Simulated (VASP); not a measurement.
# CoO: single point with revPBE+D4+U

The system is CoO.

```xyz
2
Lattice="1.5055 0.8692 2.4399 -1.5055 0.8692 2.4399 0.0000 -1.7384 2.4399" Properties=species:S:1:pos:R:3 pbc="T T T"
Co    0.0000    0.0000    0.0000
O     0.0000    0.0000    3.6599
```

```
Program                : VASP 6.6.1
Task                   : single point
Functional             : revPBE
Dispersion             : D4
Potentials or basis    : VASP PAW PBE potentials, release 64 (Co, O)
Cutoff                 : 520 eV
k mesh                 : 11 × 11 × 11
Occupations            : gaussian, width 0.02 eV
Spin                   : collinear spin, ferromagnetic start
Starting moments       : [2.13, 0.0] μB
Hubbard terms          : Co d U = 3.5 eV
Dipole correction      : no
Further INCAR settings : ALGO = Normal; EDIFF = 1e-06; NBANDS = 18
```

* Pressure: -0.4 GPa
* Band gap on the k mesh: zero (filled and empty bands overlap)
* Net moment: 3.00 μB per cell
* Site moments: Co +2.74; O +0.25 μB
* Valence electrons inside the program's atomic spheres: Co 7.81; O 5.02
* Dispersion energy per atom: -0.535 eV

Stress tensor (GPa, compression positive):
```
-0.01  0.00  0.00
 0.00 -0.01  0.00
 0.00  0.00 -1.12
```

Levels at points of the mesh, in eV from the Fermi level:
Spin up:
```
           k point  band 5  band 6  band 7  band 8  band 9  band 10  band 11  band 12  band 13  band 14
(0.00, 0.00, 0.00)   -4.83   -4.12   -2.75   -2.75   -2.68     1.35    17.20    17.31    17.31    17.73
```
Spin down:
```
           k point  band 4  band 5  band 6  band 7  band 8  band 9
(0.00, 0.00, 0.00)   -2.27   -2.22   -0.89   -0.89    1.64    1.64
```

Eigenvalues of the final occupation matrices:
| site | spin | trace | eigenvalues |
| --- | --- | --- | --- |
| site 1 d | 1 | 4.94 | 0.97 0.97 0.97 1.01 1.01 |
| site 1 d | 2 | 2.23 | 0.13 0.13 0.51 0.51 0.96 |

Run time: 72 s on 1 thread of Intel(R) Xeon(R) Platinum 8259CL CPU @ 2.50GHz (Skylake/Cascade Lake), on a shared host, peak memory 0.21 GiB.

Caveat: the PAW data sets were made with another functional, which shifts forces and pressure a little; a cell with one magnetic atom can't hold antiferromagnetic order, which such compounds often take; pairwise dispersion overbinds metals, which lowers pressure and volume. The state reached can hang on the start; a lower one may exist.
